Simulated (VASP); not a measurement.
# In (I4/mmm) in VASP: settings compared, part 2 of 3

VASP 6.6.1. Earlier steps stand in the parts before.

### 4 Single point, LDA (volume scaled by 1.06)

File INCAR:

```
SYSTEM = In
  PREC = Accurate
  ENCUT = 520
  EDIFF = 1E-6
  ISMEAR = -1
  SIGMA = 0.05
  LREAL = .FALSE.
  LASPH = .TRUE.
  NELM = 100
  ALGO = Fast
  ISIF = 2
  LWAVE = .FALSE.
  LCHARG = .FALSE.
  NBANDS = 12
```

File KPOINTS:

```
Automatic mesh
0
G
  11 11 11
  0 0 0
```

File POSCAR:

```
In
1.0
   -1.6573500545      1.6573500545      2.5222162388
    1.6573500545     -1.6573500545      2.5222162388
    1.6573500545      1.6573500545     -2.5222162388
In
1
Direct
    0.0000000000      0.0000000000      0.0000000000
```

Potentials or basis: VASP PAW LDA potentials, release 64 (In_d).

Command:

```bash
cat potpaw_LDA.64/In_d/POTCAR > POTCAR
mpirun -np 1 vasp_std > vasp.out
```

OUTCAR:

```text
SYSTEM = In
   PREC = Accurate
   ENCUT = 520
   EDIFF = 1E-6
   ISMEAR = -1
   LREAL = .FALSE.
   LASPH = .TRUE.
   NELM = 100
   ISIF = 2

 ion  position               nearest neighbor table
   1  0.000  0.000  0.000-

  LATTYP: Found a body centered tetragonal cell.
 ALAT       =     3.3147001090
 C/A-ratio  =     1.5218367610

  Lattice vectors:

 A1 = (  -1.6573500545,   1.6573500545,   2.5222162388)
 A2 = (   1.6573500545,  -1.6573500545,   2.5222162388)
 A3 = (   1.6573500545,   1.6573500545,  -2.5222162388)

Analysis of symmetry for initial positions (statically):
=====================================================================
 Subroutine PRICEL returns:
 Original cell was already a primitive cell.

 Routine SETGRP: Setting up the symmetry group for a
 body centered tetragonal supercell.

 Subroutine GETGRP returns: Found 16 space group operations
 (whereof 16 operations were pure point group operations)
 out of a pool of 16 trial point group operations.

The static configuration has the point symmetry D_4h.

Analysis of symmetry for dynamics (positions and initial velocities):
=====================================================================
 Subroutine PRICEL returns:
 Original cell was already a primitive cell.

 Routine SETGRP: Setting up the symmetry group for a
 body centered tetragonal supercell.

 Subroutine GETGRP returns: Found 16 space group operations
 (whereof 16 operations were pure point group operations)
 out of a pool of 16 trial point group operations.

The dynamic configuration has the point symmetry D_4h.

 Subroutine INISYM returns: Found 16 space group operations
 (whereof 16 operations are pure point group operations),
 and found     1 'primitive' translations

----------------------------------------------------------------------------------------

                                     Primitive cell

  volume of cell :      27.7122

  direct lattice vectors                    reciprocal lattice vectors
    -1.657350054  1.657350054  2.522216239     0.000000000  0.301686417  0.198238356
     1.657350054 -1.657350054  2.522216239     0.301686417  0.000000000  0.198238356
     1.657350054  1.657350054 -2.522216239     0.301686417  0.301686417  0.000000000

  length of vectors
     3.443137110  3.443137110  3.443137110     0.360989113  0.360989113  0.426649023

  position of ions in fractional coordinates (direct lattice)
     0.000000000  0.000000000  0.000000000

  ion indices of the primitive-cell ions
   primitive index   ion index
                 1           1

----------------------------------------------------------------------------------------

 KPOINTS: Automatic mesh

Automatic generation of k-mesh.
 Grid dimensions read from file:
 generate k-points for:   11   11   11

 Generating k-lattice:

  Cartesian coordinates                     Fractional coordinates (reciprocal lattice)
     0.000000000  0.027426038  0.018021669     0.090909091  0.000000000  0.000000000
     0.027426038  0.000000000  0.018021669     0.000000000  0.090909091  0.000000000
     0.027426038  0.027426038  0.000000000     0.000000000  0.000000000  0.090909091

  Length of vectors
     0.032817192  0.032817192  0.038786275

  Shift w.r.t. Gamma in fractional coordinates (k-lattice)
     0.000000000  0.000000000  0.000000000

 Subroutine IBZKPT returns following result:
 ===========================================

 Found    126 irreducible k-points:

 Following reciprocal coordinates:
            Coordinates               Weight
  0.000000  0.000000  0.000000      1.000000
  0.090909 -0.000000  0.000000      8.000000
  0.181818 -0.000000  0.000000      8.000000
  0.272727 -0.000000  0.000000      8.000000
  0.363636 -0.000000  0.000000      8.000000
  0.454545 -0.000000  0.000000      8.000000
[... 16 lines left out ...]
 -0.272727  0.181818  0.000000     16.000000
 -0.181818  0.181818  0.000000      4.000000
 [... further k-points ...]
   k-points           NKPTS =    126   k-points in BZ     NKDIM =    126   number of bands    NBANDS=     12
   number of dos      NEDOS =    301   number of ions     NIONS =      1
   total plane-waves  NPLWV =  21952
   dimension x,y,z NGX =    28 NGY =   28 NGZ =   28
   dimension x,y,z NGXF=    56 NGYF=   56 NGZF=   56
   ions per type =               1
   NGX,Y,Z   is equivalent  to a cutoff of  13.52, 13.52, 13.52 a.u.
   NGXF,Y,Z  is equivalent  to a cutoff of  27.04, 27.04, 27.04 a.u.
 SYSTEM =  In
   PREC   = accura    normal or accurate (medium, high low for compatibility)
   ISTART =      0    job   : 0-new  1-cont  2-samecut
   ICHARG =      2    charge: 1-file 2-atom 10-const
   ISPIN  =      1    spin polarized calculation?
   LNONCOLLINEAR =      F non collinear calculations
   LSORBIT =      F    spin-orbit coupling
   LASPH  =      T    aspherical Exc in radial PAW
   ENCUT  =  520.0 eV  38.22 Ry    6.18 a.u.   6.40  6.40  6.40*2*pi/ulx,y,z
   NELM   =    100;   NELMIN=  2; NELMDL= -5     # of ELM steps
   EDIFF  = 0.1E-05   stopping-criterion for ELM
   LREAL  =      F    real-space projection
   EDIFFG = 0.1E-04   stopping-criterion for IOM
   NSW    =      0    number of steps for IOM
   IBRION =     -1    ionic relax: 0-MD 1-quasi-New 2-CG
   NFREE  =      0    steps in history (QN), initial steepest desc. (CG)
   ISIF   =      2    stress and relaxation
   ISYM   =      2    0-nonsym 1-usesym 2-fastsym
   POTIM  = 0.5000    time-step for ionic-motion
   TEBEG  =    0.0;   TEEND  =   0.0 temperature during run
   PSTRESS=    0.0 pullay stress
   NELECT =      13.0000    total number of electrons
   NUPDOWN=      -1.0000    fix difference up-down
   EMIN   =  10.00;   EMAX   =-10.00  energy-range for DOS
   EFERMI =   0.00;   METHOD = LEGACY
   ISMEAR =    -1;   SIGMA  =   0.05  broadening in eV -4-tet -1-fermi 0-gaus
   EFERMI_NEDOS =   21; number of points for ismear=-14 and -15
   IALGO  =     68    algorithm
   IMIX   =      4    mixing-type and parameters
     AMIX     =   0.40;   BMIX     =  1.00
     AMIX_MAG =   1.60;   BMIX_MAG =  1.00
  volume/ion in A,a.u.               =      27.71       187.01
  Fermi-wavevector in a.u.,A,eV,Ry     =   1.272035  2.403797 22.015215  1.618073
  Thomas-Fermi vector in A             =   2.404935
   LORBIT       =      0    0 simple, 1 ext, 2 COOP (PROOUT), +10 PAW based schemes
   GGA     = CA    functional components
   LHFCALC =     F    Hartree Fock is set to
   AEXX    =    0.0000 exact exchange contribution
   IVDW    =     0    specifies the selected vdW correction
   LEPSILON=     F    determine dielectric tensor
   LRPA    =     F    only Hartree local field effects (RPA)
 non-spin polarized calculation
 RMM-DIIS sequential band-by-band and
  energy-cutoff  :      520.00
  volume of cell :       27.71
 maximum number of plane-waves:       760
 NGX is ok and might be reduce to    28
   NGX = 13   NGY = 13   NGZ = 13

 number of electron      12.9999995 magnetization

 Free energy of the ion-electron system (eV)
  ---------------------------------------------------
  ext. energy  EPLUGINS =         0.00000000
  ---------------------------------------------------
  free energy    TOTEN  =        -3.17142418 eV

  energy without entropy =       -3.16720074  energy(sigma->0) =       -3.16931246

 E-fermi :   6.5922     XC(G=0): -10.2552

 val. band max:        6.4844223573   @ k =   0.3636   0.2727   0.1818
 cond. band min:       6.6245840076   @ k =  -0.3636  -0.4545   0.2727
 fundamental gap:      0.1401616502
 Fermi energy:         6.5921961721

 k-point     1 :       0.0000    0.0000    0.0000
  band No.  band energies     occupation
      1      -7.9764      2.00000
      2      -7.8813      2.00000
      3      -7.8813      2.00000
      4      -7.8113      2.00000
      5      -7.7222      2.00000
      6      -2.5970      2.00000
      7      16.4859      0.00000
      8      16.4859      0.00000
      9      16.6184      0.00000
     10      18.1438      0.00000
     11      20.0976      0.00000
     12      20.2594      0.00000
[... 331 lines left out ...]
 k-point    24 :      -0.1818    0.1818    0.0000
  band No.  band energies     occupation
      1      -7.9409      2.00000
      2      -7.8601      2.00000
      3      -7.8161      2.00000
      4      -7.8118      2.00000
      5      -7.7403      2.00000
      6      -1.6251      2.00000
      7      13.3650      0.00000
      8      13.6280      0.00000
      9      14.0644      0.00000
     10      15.8239      0.00000
     11      17.8780      0.00000
     12      22.5861      0.00000

 [... further k-points ...]
[... 5 lines left out ...]
  --------------------------------------------------------------------------------------
  -------------------------------------------------------------------------------------
  Total       -0.7600484     -0.7600484     -0.6985496      0.0000000      0.0000000      0.0000000
  in kB      -43.9421242    -43.9421242    -40.3865779      0.0000000      0.0000000      0.0000000
  external PRESSURE =     -42.7569421 kB  Pullay stress =       0.0000000 kB

 VOLUME and BASIS-vectors are now :
 -----------------------------------------------------------------------------
  energy-cutoff  :      520.00
  volume of cell :       27.71
      direct lattice vectors                 reciprocal lattice vectors
    -1.657350054  1.657350054  2.522216239     0.000000000  0.301686417  0.198238356
     1.657350054 -1.657350054  2.522216239     0.301686417  0.000000000  0.198238356
     1.657350054  1.657350054 -2.522216239     0.301686417  0.301686417  0.000000000

 POSITION                                       TOTAL-FORCE (eV/Angst)
 -----------------------------------------------------------------------------------
      0.00000      0.00000      0.00000        -0.000000      0.000000      0.000000
 -----------------------------------------------------------------------------------
    total drift:                               -0.000000     -0.000000     -0.000000

  FREE ENERGIE OF THE ION-ELECTRON SYSTEM (eV)
  ---------------------------------------------------
  free  energy   TOTEN  =        -3.1714241805 eV

  energy  without entropy=       -3.1672007352  energy(sigma->0) =       -3.16931246
```

OSZICAR:

```text
N       E                     dE             d eps       ncg     rms          rms(c)
DAV:   1     0.780982299150E+02    0.78098E+02   -0.61897E+03  3060   0.134E+03
DAV:   2     0.723429314702E+00   -0.77375E+02   -0.75523E+02  3196   0.288E+02
DAV:   3    -0.310786896472E+01   -0.38313E+01   -0.38216E+01  3584   0.645E+01
DAV:   4    -0.319710992542E+01   -0.89241E-01   -0.89210E-01  3896   0.100E+01
DAV:   5    -0.320120239179E+01   -0.40925E-02   -0.40923E-02  4132   0.188E+00    0.211E+00
RMM:   6    -0.317716550629E+01    0.24037E-01   -0.28744E-02  3684   0.260E+00    0.111E+00
RMM:   7    -0.317176460551E+01    0.54009E-02   -0.10685E-02  3582   0.122E+00    0.237E-01
RMM:   8    -0.317136909079E+01    0.39551E-03   -0.16423E-03  4369   0.658E-01    0.652E-02
RMM:   9    -0.317141830993E+01   -0.49219E-04   -0.56804E-04  4585   0.227E-01    0.318E-02
RMM:  10    -0.317141700593E+01    0.13040E-05   -0.15521E-04  4004   0.221E-01    0.382E-03
RMM:  11    -0.317142344516E+01   -0.64392E-05   -0.69271E-05  4962   0.805E-02    0.915E-03
RMM:  12    -0.317142386650E+01   -0.42134E-06   -0.10112E-05  3442   0.377E-02    0.267E-03
RMM:  13    -0.317142418051E+01   -0.31402E-06   -0.32603E-06  2484   0.180E-02
   1 F= -.31714242E+01 E0= -.31693125E+01  d E =-.422345E-02
```

stdout:

```text
POSCAR found type information on POSCAR In
 POSCAR found :  1 types and       1 ions
 scaLAPACK will be used
 LDA part: xc-table for (Slater(with rela. corr.)+CA(PZ))
 , standard interpolation
 POSCAR, INCAR and KPOINTS ok, starting setup
 FFT: planning ... GRIDC
 FFT: planning ... GRID_SOFT
 FFT: planning ... GRID
 WAVECAR not read
 entering main loop
WARNING in EDDRMM: call to ZHEGV failed, returncode =   6  3     11
WARNING in EDDRMM: call to ZHEGV failed, returncode =   8  4     10
WARNING in EDDRMM: call to ZHEGV failed, returncode =   8  4     12
```

It took 55 s on 1 thread of Intel Xeon Platinum 8259CL at 2.50GHz (Skylake/Cascade Lake), shared host; peak memory 0.16 GiB.

Results:

```yaml
Free_energy: -3.1714 eV
Pressure: -4.3 GPa
```

Caveat: spin-orbit coupling is left out, which moves the levels of the heavy elements.

(Part 2 of 3 ends here.)
